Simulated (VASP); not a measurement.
SiC2:

```xyz
6
Lattice="2.8632 0.0000 0.0000 -1.4316 2.4796 0.0000 0.0000 0.0000 7.0133" Properties=species:S:1:pos:R:3 pbc="T T T"
C     1.4316    0.8265    3.7989
C     0.0000    1.6531    1.4611
C     0.0000    1.6531    3.2144
C     1.4316    0.8265    5.5522
Si    0.0000    0.0000    6.1367
Si    0.0000    0.0000    0.8767
```

- Program: VASP 6.6.1
- Task: relaxation of cell and atoms
- Functional: PBE
- Potentials or basis: VASP PAW PBE potentials, release 64 (C, Si)
- Cutoff: 600 eV
- k mesh: 12 × 12 × 4
- Occupations: fermi-dirac, width 0.02 eV
- Spin: no spin polarisation

At the start: pressure 53.6 GPa; volume 8.30 Å³/atom.

Q: How do energy, volume and symmetry change on relaxing?

A: Over 23 steps the energy falls by 938.0 meV/atom and the volume is 9.24 Å³/atom (+11.3 %); space group P-3m1 (No. 164, to 0.1 Å) before and after.

The path:
| step | energy change (eV) | largest force (eV/Å) | pressure (GPa) | volume (Å³) |
| --- | --- | --- | --- | --- |
| 1 | 0.0000 | 17.2028 | 53.64 | 49.79 |
| 2 | 0.3287 | 1.7794 | -4.97 | 72.19 |
| 3 | 0.1346 | 2.1475 | -4.01 | 70.54 |
| 4 | -0.1236 | 2.6889 | -2.80 | 68.77 |
| 5 | -2.5028 | 5.5496 | 5.78 | 58.83 |
| 6 | -3.5983 | 5.9420 | 15.93 | 54.20 |
| 7 | -3.5722 | 6.0302 | 25.77 | 51.97 |
| 8 | -3.6638 | 5.9955 | 19.33 | 53.30 |
| 9 | -4.7436 | 1.6335 | -23.59 | 63.74 |
| 10 | -5.2117 | 1.7755 | -14.54 | 59.82 |
| 11 | -5.4407 | 2.0034 | 1.14 | 55.70 |
| 12 | -5.5168 | 0.9228 | -4.78 | 56.96 |
| 13 | -5.6039 | 0.5528 | 4.34 | 54.46 |
| 14 | -5.6216 | 0.2480 | 1.34 | 55.17 |
| 15 | -5.6270 | 0.1107 | -0.27 | 55.44 |
| 16 | -5.6270 | 0.0902 | -0.11 | 55.41 |
| 17 | -5.6276 | 0.0799 | 0.06 | 55.41 |
| 18 | -5.6276 | 0.0565 | 0.04 | 55.41 |
| 19 | -5.6278 | 0.0135 | 0.06 | 55.42 |
| 20 | -5.6278 | 0.0104 | 0.05 | 55.42 |
| 21 | -5.6278 | 0.0102 | 0.05 | 55.42 |
| 22 | -5.6278 | 0.0060 | -0.02 | 55.44 |
| 23 | -5.6278 | 0.0019 | -0.01 | 55.43 |

Final structure:
```
C Si
1.0
     2.93227    0.00000    0.00000
    -1.46614    2.53942    0.00000
     0.00000    0.00000    7.44411
C Si
4 2
Direct
  0.66667 0.33333 0.53651
  0.33333 0.66667 0.25648
  0.33333 0.66667 0.46349
  0.66667 0.33333 0.74352
  0.00000 0.00000 0.83924
  0.00000 0.00000 0.16076
```
